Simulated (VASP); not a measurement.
# Sr (P6_3/mmc) in VASP: notebook

Sr is run at these levels: PBE; tasks: single point, relaxation of cell and atoms.

Program: VASP 6.6.1. These are calculated values, not measurements. Logs are shortened: lines on timing, memory, paths and dates and some standing lists are left out, and cuts for length are marked.

## 1. The cell of the first run

Symmetry: P6_3/mmc, No. 194, hexagonal system. Conventional cell: a = 4.268 Å, b = 4.268 Å, c = 7.013 Å, α = 90.00°, β = 90.00°, γ = 120.00°. Within 5.6 Å of Sr (site symmetry -6m2) lie 12 Sr at 4.27 to 4.29 Å.

This isn't the form of Sr at room conditions, which is fcc.

## 2. Single point, PBE

INCAR reads:

```
SYSTEM = Sr
ALGO = Normal ; EDIFF = 1E-7
ENCUT = 520 ; GGA = PE
ISIF = 2 ; ISMEAR = 0
LASPH = .True. ; LCHARG = .False.
LREAL = .False. ; LWAVE = .False.
NBANDS = 17 ; NELM = 100
PREC = Accurate ; SIGMA = 0.1
```

KPOINTS reads:

```
k-points
0
Gamma
  12 12 6
  0 0 0
```

POSCAR reads:

```
Sr
1.0
    4.2677565828      0.0000000000      0.0000000000
   -2.1338782914      3.6959856179      0.0000000000
    0.0000000000      0.0000000000      7.0133159835
Sr
2
Direct
    0.3333333333      0.6666666667      0.2500000000
    0.6666666667      0.3333333333      0.7500000000
```

Potentials or basis: VASP PAW PBE potentials, release 64 (Sr_sv).

The run is started by

```bash
> cat potpaw_PBE.64/Sr_sv/POTCAR > POTCAR
> mpirun -np 1 vasp_std > vasp.out
```

OUTCAR:

```text
SYSTEM = Sr
   EDIFF = 1E-7
   ENCUT = 520
   GGA = PE
   ISIF = 2
   ISMEAR = 0
   LASPH = .True.
   LREAL = .False.
   NELM = 100
   PREC = Accurate

 ion  position               nearest neighbor table
   1  0.333  0.667  0.250-   2 4.29   2 4.29   2 4.29   2 4.29   2 4.29   2 4.29
   2  0.667  0.333  0.750-   1 4.29   1 4.29   1 4.29   1 4.29   1 4.29   1 4.29

  LATTYP: Found a hexagonal cell.
 ALAT       =     4.2677565828
 C/A-ratio  =     1.6433261475

  Lattice vectors:

 A1 = (   4.2677565828,   0.0000000000,   0.0000000000)
 A2 = (  -2.1338782914,   3.6959856179,   0.0000000000)
 A3 = (   0.0000000000,   0.0000000000,   7.0133159835)

Analysis of symmetry for initial positions (statically):
=====================================================================
 Subroutine PRICEL returns:
 Original cell was already a primitive cell.

 Routine SETGRP: Setting up the symmetry group for a
 hexagonal supercell.

 Subroutine GETGRP returns: Found 24 space group operations
 (whereof 12 operations were pure point group operations)
 out of a pool of 24 trial point group operations.

The static configuration has the point symmetry D_3d.
 The point group associated with its full space group is D_6h.

Analysis of symmetry for dynamics (positions and initial velocities):
=====================================================================
 Subroutine PRICEL returns:
 Original cell was already a primitive cell.

 Routine SETGRP: Setting up the symmetry group for a
 hexagonal supercell.

 Subroutine GETGRP returns: Found 24 space group operations
 (whereof 12 operations were pure point group operations)
 out of a pool of 24 trial point group operations.

The dynamic configuration has the point symmetry D_3d.
 The point group associated with its full space group is D_6h.

 Subroutine INISYM returns: Found 24 space group operations
 (whereof 12 operations are pure point group operations),
 and found     1 'primitive' translations

----------------------------------------------------------------------------------------

                                     Primitive cell

  volume of cell :     110.6250

  direct lattice vectors                    reciprocal lattice vectors
     4.267756583  0.000000000  0.000000000     0.234315144  0.135281912  0.000000000
    -2.133878291  3.695985618  0.000000000     0.000000000  0.270563823  0.000000000
     0.000000000  0.000000000  7.013315984     0.000000000  0.000000000  0.142585904

  length of vectors
     4.267756583  4.267756583  7.013315984     0.270563823  0.270563823  0.142585904

  position of ions in fractional coordinates (direct lattice)
     0.333333333  0.666666667  0.250000000
     0.666666667  0.333333333  0.750000000

  ion indices of the primitive-cell ions
   primitive index   ion index
                 1           1
                 2           2

----------------------------------------------------------------------------------------

 KPOINTS: k-points

Automatic generation of k-mesh.
 Grid dimensions read from file:
 generate k-points for:   12   12    6

 Generating k-lattice:

  Cartesian coordinates                     Fractional coordinates (reciprocal lattice)
     0.019526262  0.011273493  0.000000000     0.083333333  0.000000000  0.000000000
     0.000000000  0.022546985  0.000000000     0.000000000  0.083333333  0.000000000
     0.000000000  0.000000000  0.023764317     0.000000000  0.000000000  0.166666667

  Length of vectors
     0.022546985  0.022546985  0.023764317

  Shift w.r.t. Gamma in fractional coordinates (k-lattice)
     0.000000000  0.000000000  0.000000000

 Subroutine IBZKPT returns following result:
 ===========================================

 Found     76 irreducible k-points:

 Following reciprocal coordinates:
            Coordinates               Weight
  0.000000  0.000000  0.000000      1.000000
  0.083333  0.000000  0.000000      6.000000
  0.166667  0.000000  0.000000      6.000000
  0.250000 -0.000000  0.000000      6.000000
  0.333333  0.000000  0.000000      6.000000
  0.416667  0.000000  0.000000      6.000000
[... 16 lines left out ...]
  0.250000 -0.000000  0.166667     12.000000
  0.333333  0.000000  0.166667     12.000000
 [... further k-points ...]
   k-points           NKPTS =     76   k-points in BZ     NKDIM =     76   number of bands    NBANDS=     17
   number of dos      NEDOS =    301   number of ions     NIONS =      2
   total plane-waves  NPLWV =  55296
   dimension x,y,z NGX =    32 NGY =   32 NGZ =   54
   dimension x,y,z NGXF=    64 NGYF=   64 NGZF=  108
   ions per type =               2
   NGX,Y,Z   is equivalent  to a cutoff of  12.47, 12.47, 12.80 a.u.
   NGXF,Y,Z  is equivalent  to a cutoff of  24.93, 24.93, 25.60 a.u.
 SYSTEM =  Sr
   PREC   = accura    normal or accurate (medium, high low for compatibility)
   ISTART =      0    job   : 0-new  1-cont  2-samecut
   ICHARG =      2    charge: 1-file 2-atom 10-const
   ISPIN  =      1    spin polarized calculation?
   LNONCOLLINEAR =      F non collinear calculations
   LSORBIT =      F    spin-orbit coupling
   LASPH  =      T    aspherical Exc in radial PAW
   ENCUT  =  520.0 eV  38.22 Ry    6.18 a.u.   7.94  7.94 13.04*2*pi/ulx,y,z
   NELM   =    100;   NELMIN=  2; NELMDL= -5     # of ELM steps
   EDIFF  = 0.1E-06   stopping-criterion for ELM
   LREAL  =      F    real-space projection
   EDIFFG = 0.1E-05   stopping-criterion for IOM
   NSW    =      0    number of steps for IOM
   IBRION =     -1    ionic relax: 0-MD 1-quasi-New 2-CG
   NFREE  =      0    steps in history (QN), initial steepest desc. (CG)
   ISIF   =      2    stress and relaxation
   ISYM   =      2    0-nonsym 1-usesym 2-fastsym
   POTIM  = 0.5000    time-step for ionic-motion
   TEBEG  =    0.0;   TEEND  =   0.0 temperature during run
   PSTRESS=    0.0 pullay stress
   NELECT =      20.0000    total number of electrons
   NUPDOWN=      -1.0000    fix difference up-down
   EMIN   =  10.00;   EMAX   =-10.00  energy-range for DOS
   EFERMI =   0.00;   METHOD = LEGACY
   ISMEAR =     0;   SIGMA  =   0.10  broadening in eV -4-tet -1-fermi 0-gaus
   EFERMI_NEDOS =   21; number of points for ismear=-14 and -15
   IALGO  =     38    algorithm
   IMIX   =      4    mixing-type and parameters
     AMIX     =   0.40;   BMIX     =  1.00
     AMIX_MAG =   1.60;   BMIX_MAG =  1.00
  volume/ion in A,a.u.               =      55.31       373.27
  Fermi-wavevector in a.u.,A,eV,Ry     =   0.925693  1.749306 11.658939  0.856908
  Thomas-Fermi vector in A             =   2.051575
   LORBIT       =      0    0 simple, 1 ext, 2 COOP (PROOUT), +10 PAW based schemes
   GGA     = PE    functional components
   LHFCALC =     F    Hartree Fock is set to
   AEXX    =    0.0000 exact exchange contribution
   IVDW    =     0    specifies the selected vdW correction
   LEPSILON=     F    determine dielectric tensor
   LRPA    =     F    only Hartree local field effects (RPA)
 non-spin polarized calculation
 Gauss-broadening in eV      SIGMA  =   0.10
  energy-cutoff  :      520.00
  volume of cell :      110.63
 maximum number of plane-waves:      3006
 NGX is ok and might be reduce to    32
   NGX = 15   NGY = 15   NGZ = 27

 number of electron      20.0000001 magnetization

 Free energy of the ion-electron system (eV)
  ---------------------------------------------------
  ext. energy  EPLUGINS =         0.00000000
  ---------------------------------------------------
  free energy    TOTEN  =        -3.27470444 eV

  energy without entropy =       -3.26216429  energy(sigma->0) =       -3.26843436

 E-fermi :   1.5835     XC(G=0):  -7.3332

 val. band max:        1.5811702371   @ k =   0.1667   0.1667   0.0000
 cond. band min:       1.5881262459   @ k =   0.0833   0.0000   0.0000
 fundamental gap:      0.0069560088
 Fermi energy:         1.5835204295

 k-point     1 :       0.0000    0.0000    0.0000
  band No.  band energies     occupation
      1     -35.0620      2.00000
      2     -35.0489      2.00000
      3     -17.1370      2.00000
      4     -16.9773      2.00000
      5     -16.9773      2.00000
      6     -16.9519      2.00000
[... 9 lines left out ...]
     16       4.2660      0.00000
     17       4.8007      0.00000

 k-point     2 :       0.0833    0.0000    0.0000
  band No.  band energies     occupation
      1     -35.0612      2.00000
      2     -35.0484      2.00000
      3     -17.1328      2.00000
      4     -16.9873      2.00000
      5     -16.9805      2.00000
      6     -16.9622      2.00000
[... 9 lines left out ...]
     16       4.3605      0.00000
     17       4.6074      0.00000

 k-point     3 :       0.1667    0.0000    0.0000
  band No.  band energies     occupation
      1     -35.0589      2.00000
      2     -35.0473      2.00000
      3     -17.1207      2.00000
      4     -17.0146      2.00000
      5     -16.9901      2.00000
      6     -16.9888      2.00000
[... 9 lines left out ...]
     16       4.3064      0.00000
     17       4.4393      0.00000

 k-point     4 :       0.2500   -0.0000    0.0000
  band No.  band energies     occupation
      1     -35.0557      2.00000
      2     -35.0459      2.00000
      3     -17.1027      2.00000
      4     -17.0522      2.00000
      5     -17.0273      2.00000
      6     -16.9999      2.00000
[... 9 lines left out ...]
     16       4.6362      0.00000
     17       4.6619      0.00000
[... 343 lines left out ...]
      1     -35.0581      2.00000
      2     -35.0481      2.00000
      3     -17.1116      2.00000
      4     -17.0116      2.00000
      5     -16.9971      2.00000
      6     -16.9868      2.00000
[... 9 lines left out ...]
     16       4.4189      0.00000
     17       4.6821      0.00000

 k-point    23 :       0.2500   -0.0000    0.1667
  band No.  band energies     occupation
      1     -35.0550      2.00000
      2     -35.0466      2.00000
      3     -17.1000      2.00000
      4     -17.0454      2.00000
      5     -17.0329      2.00000
      6     -16.9976      2.00000
[... 9 lines left out ...]
     16       4.6654      0.00000
     17       4.7669      0.00000

 k-point    24 :       0.3333    0.0000    0.1667
  band No.  band energies     occupation
      1     -35.0517      2.00000
      2     -35.0452      2.00000
      3     -17.1038      2.00000
      4     -17.0733      2.00000
      5     -17.0561      2.00000
      6     -17.0082      2.00000
[... 9 lines left out ...]
     16       5.0584      0.00000
     17       5.1569      0.00000

 [... further k-points ...]

------------------------ aborting loop because EDIFF is reached ----------------------------------------

  FORCE on cell =-STRESS in cart. coord.  units (eV):
  Direction    XX          YY          ZZ          XY          YZ          ZX
  --------------------------------------------------------------------------------------
  -------------------------------------------------------------------------------------
  Total        0.0065566      0.0065566      0.0067876      0.0000000      0.0000000      0.0000000
  in kB        0.0949594      0.0949594      0.0983047      0.0000000      0.0000000      0.0000000
  external PRESSURE =       0.0960745 kB  Pullay stress =       0.0000000 kB

 VOLUME and BASIS-vectors are now :
 -----------------------------------------------------------------------------
  energy-cutoff  :      520.00
  volume of cell :      110.63
      direct lattice vectors                 reciprocal lattice vectors
     4.267756583  0.000000000  0.000000000     0.234315144  0.135281912  0.000000000
    -2.133878291  3.695985618  0.000000000     0.000000000  0.270563823  0.000000000
     0.000000000  0.000000000  7.013315984     0.000000000  0.000000000  0.142585904

 POSITION                                       TOTAL-FORCE (eV/Angst)
 -----------------------------------------------------------------------------------
     -0.00000      2.46399      1.75333         0.000000     -0.000000      0.000000
      2.13388      1.23200      5.25999        -0.000000      0.000000      0.000000
 -----------------------------------------------------------------------------------
    total drift:                                0.000000     -0.000000      0.000000

  FREE ENERGIE OF THE ION-ELECTRON SYSTEM (eV)
  ---------------------------------------------------
  free  energy   TOTEN  =        -3.2747044432 eV

  energy  without entropy=       -3.2621642862  energy(sigma->0) =       -3.26843436
```

It took 65 s on 1 thread of AMD EPYC 9R45 (Zen 5), shared host; peak memory 0.26 GiB.

Results:

* Free energy: -3.2747 eV
* Pressure: 0.0 GPa
* Band gap on the k mesh: zero (bands 10 and 11 overlap by 0.27 eV)

## 3. Relaxation of cell and atoms, PBE

This run uses another cell than the first one, of 56.71 Å³/atom.

INCAR reads:

```
SYSTEM = Sr
  ALGO = Normal
  EDIFF = 1E-7
  EDIFFG = -0.005
  ENCUT = 600
  GGA = PE
  IBRION = 2
  ISIF = 3
  ISMEAR = 0
  LASPH = .True.
  LCHARG = .False.
  LREAL = .False.
  LWAVE = .False.
  NELM = 100
  NSW = 100
  PREC = Accurate
  SIGMA = 0.1
```

KPOINTS is that of step 2.

POSCAR reads:

```
Sr
1.0
    4.3100002207      0.0000000000      0.0000000000
   -2.1550001104      3.7325696814      0.0000000000
    0.0000000000      0.0000000000      7.0500000000
Sr
2
Direct
    0.3333333333      0.6666666667      0.2500000000
    0.6666666667      0.3333333333      0.7500000000
```

Potentials or basis: VASP PAW PBE potentials, release 64 (Sr_sv).

The run is started by

```bash
> cat potpaw_PBE.64/Sr_sv/POTCAR > POTCAR
> mpirun -np 1 vasp_std > vasp.out
```

It took 4.1 min on 1 thread of AMD EPYC 9R45 (Zen 5), shared host; peak memory 0.32 GiB.

The run converged. Its results:

```
Free energy                           : -3.2747 eV
Relaxed volume                        : 55.39 Å³/atom
Relaxed cell                          : a = 4.271 Å, b = 4.271 Å, c = 7.011 Å, α = 90.00°, β = 90.00°, γ = 120.00°
Space group after relaxing (to 0.1 Å) : P6_3/mmc (No. 194)
Energy gained by relaxing             : 1.2 meV/atom
Ionic steps                           : 5
Pressure after relaxing               : 0.0 GPa
Band gap on the k mesh                : zero (bands 10 and 11 overlap by 0.28 eV)
```

The path:
| step | energy change (eV) | largest force (eV/Å) | pressure (GPa) | volume (Å³) |
| --- | --- | --- | --- | --- |
| 1 | 0.0000 | 0.0000 | -0.26 | 113.42 |
| 2 | -0.0019 | 0.0000 | -0.12 | 111.89 |
| 3 | -0.0023 | 0.0000 | 0.00 | 110.72 |
| 4 | -0.0023 | 0.0000 | 0.00 | 110.77 |
| 5 | -0.0023 | 0.0000 | 0.00 | 110.78 |

Final structure:
```cif
data_structure
_symmetry_space_group_name_H-M 'P 1'
_symmetry_Int_Tables_number 1
_cell_length_a 4.2714
_cell_length_b 4.2714
_cell_length_c 7.0114
_cell_angle_alpha 90.000
_cell_angle_beta 90.000
_cell_angle_gamma 120.000
_cell_volume 110.78
loop_
_atom_site_label
_atom_site_type_symbol
_atom_site_fract_x
_atom_site_fract_y
_atom_site_fract_z
_atom_site_occupancy
Sr1 Sr 0.33333 0.66667 0.25000 1
Sr2 Sr 0.66667 0.33333 0.75000 1
```

Levels at points of the mesh, in eV from the Fermi level:
| k point | band 8 | band 9 | band 10 | band 11 | band 12 | band 13 |
| --- | --- | --- | --- | --- | --- | --- |
| (0.00, 0.00, 0.00) | -18.54 | -3.66 | -1.16 | 0.02 | 2.26 | 2.28 |
| (0.50, 0.00, 0.00) | -18.57 | -1.13 | -0.55 | 0.06 | 0.23 | 1.28 |
| (0.00, 0.00, 0.50) | -18.55 | -2.73 | -2.73 | 1.24 | 1.24 | 2.28 |
| (0.50, 0.00, 0.50) | -18.59 | -0.82 | -0.82 | 0.22 | 0.22 | 1.30 |
